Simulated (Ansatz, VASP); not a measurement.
## SiO2 in VASP and in Ansatz

```xyz
9
Lattice="5.2115 0.0000 0.0000 -2.6057 4.5133 0.0000 0.0000 0.0000 5.5411" Properties=species:S:1:pos:R:3 pbc="T T T"
Si   -1.3029    2.2566    1.8470
Si    1.3029    2.2566    3.6941
Si    2.6057    0.0000    0.0000
O     0.9778    3.5734    4.6176
O     2.6057    2.6335    2.7705
O     3.5835    0.9399    0.9235
O     1.6279    0.9399    4.6176
O     0.0000    1.8798    2.7705
O    -0.9778    3.5734    0.9235
```

Change from the starting cell: strain +0.0300 x Voigt [1, 1, 0, 0, 0, 0], atoms carried along.

Alike in both runs: task single point; functional r2SCAN; k mesh 6 × 6 × 4; occupations gaussian, width 0.05 eV; no spin polarisation.

|  | VASP | Ansatz |
| --- | --- | --- |
| version | VASP 6.6.1 | Ansatz 0.2.0 |
| potentials or method | VASP PAW PBE potentials, release 64 (Si, O), cutoff 520 eV | scalar-relativistic, plane waves, PAW |
| valence electrons in the cell | 48 | 48 |

```csv
,VASP,Ansatz,Ansatz less VASP
gap on the k mesh at the Fermi level (eV),5.94,5.95,+0.004
least direct gap on the mesh (eV),6.19,6.19,+0.001
pressure (GPa),-9.9,-10.0,-0.12
"traceless stress, the component that is largest in VASP (GPa)",1.59,1.57,-0.022
rms of the force components (eV/Å),0.225,0.220,-0.0052
```

VASP's potentials were made for PBE, not for r2SCAN. Atom by atom the forces differ by 0.005 eV/Å (rms over components).
